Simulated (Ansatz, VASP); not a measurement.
## One calculation of ZnS, two programs

```
Zn S
1.0
     3.82270    0.00000    0.00000
    -1.91135    3.31056    0.00000
     0.00000    0.00000   12.52000
Zn S
4 4
Direct
  0.66667 0.33333 0.75000
  0.33333 0.66667 0.25000
  0.00000 0.00000 0.50000
  0.00000 0.00000 0.00000
  0.66667 0.33333 0.93750
  0.33333 0.66667 0.43750
  0.00000 0.00000 0.68750
  0.00000 0.00000 0.18750
```

Alike in both runs: functional LDA; k mesh 8 × 8 × 3; occupations fermi-dirac, width 0.05 eV; no spin polarisation.

|  | VASP | Ansatz |
| --- | --- | --- |
| version | VASP 6.6.1 | Ansatz 0.2.0 |
| potentials or method | VASP PAW LDA potentials, release 64 (Zn, S), cutoff 520 eV | all-electron LAPW, scalar-relativistic |
| task | single point | band structure |

```tsv
	VASP	Ansatz	Ansatz less VASP
gap on the k mesh at the Fermi level (eV)	1.90	1.88	-0.029
least direct gap on the mesh (eV)	1.90	1.88	-0.029
pressure (GPa)	-4.6	-4.8	-0.19
traceless stress, the component that is largest in VASP (GPa)	-0.08	-0.08	-0.003
rms of the force components (eV/Å)	0.014	0.014	-0.0002
```

LDA's correlation is that of Perdew and Zunger in VASP and of Perdew and Wang (1992) in Ansatz. Atom by atom the forces differ by 0.000 eV/Å (rms over components). Ansatz ran all-electron here, and VASP with PAW potentials.
